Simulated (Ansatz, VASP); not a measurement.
## MoP3: VASP beside Ansatz

```
Mo P
1.0
     3.85268    0.00000    0.00000
     0.00000    3.85268    0.00000
     0.00000    0.00000    3.85268
Mo P
1 3
Direct
  0.00000 0.00000 0.00000
  0.00000 0.50000 0.50000
  0.50000 0.00000 0.50000
  0.50000 0.50000 0.00000
```

Alike in both runs: functional PBE; k mesh 12 × 12 × 12; occupations gaussian, width 0.1 eV; no spin polarisation.

Ansatz relaxed the structure, and its values are those at the end. VASP's run is a single point on that final structure, the one shown.

```csv
,VASP,Ansatz
version,VASP 6.6.1,Ansatz 0.2.0
potentials or method,"VASP PAW PBE potentials, release 64 (Mo_sv, P), cutoff 520 eV","scalar-relativistic, plane waves, PAW"
valence electrons in the cell,29,29
```

|  | VASP | Ansatz | Ansatz less VASP |
| --- | --- | --- | --- |
| gap on the k mesh at the Fermi level (eV) | none | none | - |
| pressure (GPa) | 0.0 | 0.0 | +0.04 |

A gap of «none» marks a metal or a gap that the smearing closes.
